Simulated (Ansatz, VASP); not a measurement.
# Rh: VASP beside Ansatz

```xyz
1
Lattice="0.0000 1.9016 1.9396 1.9016 0.0000 1.9396 1.9016 1.9016 0.0000" Properties=species:S:1:pos:R:3 pbc="T T T"
Rh    0.0000    0.0000    0.0000
```

Change from the starting cell: zz strain of +2 %, PAW files.

Alike in both runs: task electric field gradients; functional PBEsol; k mesh 16 × 16 × 16; occupations fermi-dirac, width 0.08 eV; no spin polarisation.

|  | VASP | Ansatz |
| --- | --- | --- |
| version | VASP 6.6.1 | Ansatz 0.2.0 |
| potentials or method | VASP PAW PBE potentials, release 64 (Rh_pv) | PAW with Ansatz's default frozen-core files, scalar-relativistic |
| plane-wave cutoff (eV) | 520 | 420 |
| valence electrons in the cell | 15 | 17 |

VASP gave:

| Quantity | Value |
| --- | --- |
| pressure (GPa) | -9.9 |
| traceless stress, the component that is largest in VASP (GPa) | -3.05 |
| size of Vzz on the site where it differs most (V/Å²) | 1.6 |

**Question.** What did Ansatz give for the same quantities?

**Answer.** Pressure (GPa): -9.9; traceless stress, the component that is largest in VASP (GPa): -3.06; size of Vzz on the site where it differs most (V/Å²): 1.8.

VASP's potentials were made for PBE, not for PBEsol. VASP's potentials hold 15 valence electrons a cell and Ansatz's 17, so a difference there can come from the potentials and not from the codes.
